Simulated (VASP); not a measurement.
Wanted: the native input for a VASP 6.6.1 run.

```
Task                   : single point
Functional             : PBE
Potentials or basis    : VASP PAW PBE potentials, release 64 (Sc_sv, Ta_pv)
Cutoff                 : 520 eV
k mesh                 : 6 × 6 × 4
Occupations            : gaussian, width 0.1 eV
Spin                   : no spin polarisation
Dipole correction      : no
Further INCAR settings : ALGO = Normal; EDIFF = 1e-07; NBANDS = 24
```

The structure of Sc2Ta lies in POSCAR:

```
Sc2Ta
1.0
    4.9634237704      0.0000000038      0.0000000000
   -2.4817118885      4.2984510730      0.0000000000
    0.0000000000      0.0000000000      2.9397261518
Sc Ta
2 1
Direct
    0.3333333333      0.6666666667      0.5000000000
    0.6666666667      0.3333333333      0.5000000000
    0.0000000000      0.0000000000      0.0000000000
```

The cell was generated, and may not be a known phase.

The input as run:

INCAR

```
SYSTEM = Sc2Ta
ALGO     = Normal         ! electronic algorithm
EDIFF    = 1E-7           ! SCF threshold, eV
ENCUT    = 520            ! plane-wave cutoff, eV
GGA      = PE             ! functional
ISIF     = 2              ! what is computed and relaxed
ISMEAR   = 0              ! smearing method
LASPH    = .True.         ! aspherical terms in the spheres
LCHARG   = .True.         ! write CHGCAR
LELF     = .True.         ! ELF
LREAL    = .False.        ! projectors in reciprocal space
LVHAR    = .True.       
LWAVE    = .False.        ! write WAVECAR
NBANDS   = 24             ! bands
NELM     = 80             ! most SCF steps
PREC     = Accurate       ! precision mode
SIGMA    = 0.1            ! smearing width, eV
```

KPOINTS

```
k-points
0
Gamma
  6 6 4
  0 0 0
```

Potentials or basis: VASP PAW PBE potentials, release 64 (Sc_sv, Ta_pv).

Command:

```console
$ cat potpaw_PBE.64/Sc_sv/POTCAR potpaw_PBE.64/Ta_pv/POTCAR > POTCAR
$ mpirun -np 1 vasp_std > vasp.out
```

It gave:

The pressure is 0.2 GPa and the band gap on the k mesh is zero (an odd number of electrons rules out a gap without spin polarisation).

Caveat: the k points lie up to 0.53 Å⁻¹ apart, too coarse for converged energies and pressures of a metal; spin-orbit coupling is left out, which moves the levels of the heavy elements.

Run time: 2.4 min on 1 thread of AMD EPYC 7571, with other jobs on the host, peak memory 0.17 GiB.
